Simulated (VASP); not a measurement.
Crystal: Ti.

```
CELL_PARAMETERS angstrom
2.93020 0.00000 0.00000
-1.46510 2.53763 0.00000
0.00000 0.00000 4.64859
ATOMIC_POSITIONS crystal
Ti 0.66667 0.33333 0.75000
Ti 0.33333 0.66667 0.25000
```

Base run:

| Quantity | Value |
| --- | --- |
| Program | VASP 6.6.1 |
| Functional | r2SCAN |
| Potentials or basis | VASP PAW PBE potentials, release 64 (Ti_sv) |
| Cutoff | 520 eV |
| k mesh | 10 × 10 × 6 |
| Occupations | fermi-dirac, width 0.05 eV |
| Spin | no spin polarisation |

Its results: band gap on the k mesh zero (band 12 reaches 9.32 eV, above the bottom of band 13 at 8.11 eV); pressure 0.6 GPa.

Problem. After a change of settings the same cell gave: band gap on the k mesh zero (band 12 reaches 8.89 eV, above the bottom of band 13 at 7.95 eV); pressure -8.0 GPa. Which change was it?
A. further incar settings from ALGO = Normal; EDIFF = 1e-06; NBANDS = 19 to ALGO = Normal; EDIFF = 1e-07; NBANDS = 19; dispersion from none to D4
B. functional from r2SCAN to PBEsol; further incar settings from ALGO = Normal; EDIFF = 1e-06; NBANDS = 19 to ALGO = Normal; EDIFF = 1e-07; NBANDS = 19
C. functional from r2SCAN to LDA; potentials or basis from VASP PAW PBE potentials, release 64 (Ti_sv) to VASP PAW LDA potentials, release 64 (Ti_sv)

Solution. C.

Caveats: the PAW data sets were made with another functional, which shifts forces and pressure a little (some runs).
